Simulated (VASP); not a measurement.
Set up this calculation in VASP 6.6.1, as the native input.

```yaml
Task: single point
Functional: PBE
Potentials_or_basis: VASP PAW PBE potentials, release 64 (Zr_sv)
Cutoff: 500 eV
k_mesh: 2 × 2 × 2
Occupations: fermi-dirac, width 0.5 eV
Spin: no spin polarisation
Dipole_correction: no
Further_INCAR_settings: ALGO = Normal; EDIFF = 1e-06; NBANDS = 12
```

The structure of Zr lies in POSCAR:

```
Zr
1.0
    0.0000000000      2.2600000000      2.2600000000
    2.2600000000      0.0000000000      2.2600000000
    2.2600000000      2.2600000000      0.0000000000
Zr
1
Direct
    0.0000000000      0.0000000000      0.0000000000
```

The input as run:

INCAR

```
SYSTEM = Zr
PREC = Accurate
ENCUT = 500
EDIFF = 1E-6
ISMEAR = -1
SIGMA = 0.5
LREAL = .False.
LASPH = .True.
NELM = 120
ALGO = Normal
ISIF = 2
LWAVE = .False.
LCHARG = .False.
GGA = PE
NBANDS = 12
GGA_COMPAT = .False.
```

KPOINTS

```
regular mesh
0
Gamma
  2 2 2
  0 0 0
```

Potentials or basis: VASP PAW PBE potentials, release 64 (Zr_sv).

Run with:

```bash
$ cat potpaw_PBE.64/Zr_sv/POTCAR > POTCAR
$ mpirun -np 1 vasp_std > vasp.out
```

It gave:

| Quantity | Value |
| --- | --- |
| Pressure | -15.1 GPa |
| Band gap on the k mesh | zero (band 6 reaches 10.12 eV, above the bottom of band 7 at 9.92 eV) |

Caveat: the k points lie up to 1.20 Å⁻¹ apart.

Wall time 1.6 s on 1 thread of Intel(R) Xeon(R) 6975P-C (Granite Rapids), with other jobs on the host, peak memory 0.12 GiB.
